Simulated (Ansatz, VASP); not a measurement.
In: VASP beside Ansatz

```
In
1.0
     2.83227   -4.22735    0.00000
     2.83227    4.22735    0.00000
     0.00000    0.00000    6.40302
In
5
Direct
  0.50000 0.00000 0.25000
  0.00000 0.50000 0.75000
  0.00000 0.50000 0.25000
  0.50000 0.00000 0.75000
  0.00000 0.00000 0.00000
```

Alike in both runs: task relaxation of cell and atoms; functional PBE; k mesh 4 × 4 × 4; occupations gaussian, width 0.1 eV; no spin polarisation.

|  | VASP | Ansatz |
| --- | --- | --- |
| version | VASP 6.6.1 | Ansatz 0.2.0 |
| potentials or method | VASP PAW PBE potentials, release 64 (In_d), cutoff 600 eV | scalar-relativistic, plane waves, PAW |
| valence electrons in the cell | 65 | 65 |

Ansatz gave:

| Quantity | Value |
| --- | --- |
| gap on the k mesh at the Fermi level, each at its own relaxed structure (eV) | none |
| relaxed volume (Å³/atom) | 30.13 |
| relaxed cell length with the largest relative difference (Å) | 7.328 |

**Question.** Estimate VASP's values.

**Answer.** gap on the k mesh at the Fermi level, each at its own relaxed structure (eV): none; relaxed volume (Å³/atom): 30.09; relaxed cell length with the largest relative difference (Å): 7.340.

A gap of «none» marks a metal or a gap that the smearing closes.
